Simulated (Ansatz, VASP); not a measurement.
# One calculation of TePb, two programs

```
Te Pb
1.0
     0.00000    3.06565    3.14633
     3.06565    0.00000    3.14633
     3.06565    3.06565    0.00000
Te Pb
1 1
Direct
  0.50000 0.50000 0.50000
  0.00000 0.00000 0.00000
```

Change from the starting cell: strain -0.050 along x and y, -0.025 along z, atoms carried along.

Alike in both runs: task single point; functional r2SCAN; k mesh 8 × 8 × 8; occupations gaussian, width 0.05 eV; no spin polarisation.

|  | VASP | Ansatz |
| --- | --- | --- |
| version | VASP 6.6.1 | Ansatz 0.2.0 |
| potentials or method | VASP PAW PBE potentials, release 64 (Te, Pb_d), cutoff 520 eV | scalar-relativistic, plane waves, PAW |
| valence electrons in the cell | 20 | 30 |

VASP gave:

| Item | Value |
| --- | --- |
| gap on the k mesh at the Fermi level (eV) | 0.57 |
| least direct gap on the mesh (eV) | 0.57 |
| pressure (GPa) | 10.2 |
| traceless stress, the component that is largest in VASP (GPa) | -3.60 |

Problem. Estimate Ansatz's values.

Solution. gap on the k mesh at the Fermi level (eV): 0.57; least direct gap on the mesh (eV): 0.57; pressure (GPa): 10.2; traceless stress, the component that is largest in VASP (GPa): -3.59.

VASP's potentials were made for PBE, not for r2SCAN. VASP's potentials hold 20 valence electrons a cell and Ansatz's 30, so a difference there can come from the potentials and not from the codes.

Spin-orbit coupling is off throughout.
